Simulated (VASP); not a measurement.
Runs of VASP 6.6.1 on Ge2As. The structure is that of space group Fm-3m (No. 225), or close to it. The cells are those of the table. 

| task | cell | k mesh | cutoff (eV) | gap on the mesh (eV) | pressure (GPa) | relaxed volume (Å³/atom) |
| --- | --- | --- | --- | --- | --- | --- |
| single point | a = 4.271 Å, angles 60.0°, 3 atoms | 6 × 6 × 6 | 520 | none | 17.6 | - |
| relaxation of cell and atoms | relaxed from a = 4.271 Å, angles 60.0°, 3 atoms | 6 × 6 × 6 | 600 | none | 0.2 | 22.75 |
| single point | a = 4.594 Å, angles 60.0°, 3 atoms | 12 × 12 × 12 | 520 | none | (a) | - |
| single point | a = 4.586 Å, angles 60.0°, 3 atoms | 6 × 6 × 6 | 520 | none | 0.2 | - |
| relaxation of cell and atoms | relaxed from a = 4.586 Å, angles 60.0°, 3 atoms | 12 × 12 × 12 | 600 | none | 0.0 | 22.91 |

Alike in all rows: level PBE; potentials or basis VASP PAW PBE potentials, release 64 (Ge_d, As); no spin polarisation; smearing gaussian 0.1 eV.

Q: Estimate the missing entries.

A: (a) 0.1.

Caveats: the cell stands under pressure (at least some runs); the volume moved by over 15 % at a fixed basis, so the end points are rough (at least some runs).

A k mesh can miss the band edges, and the runs leave out spin-orbit coupling on As, Ge.

A gap of «none» marks levels without a gap at the run's occupations.
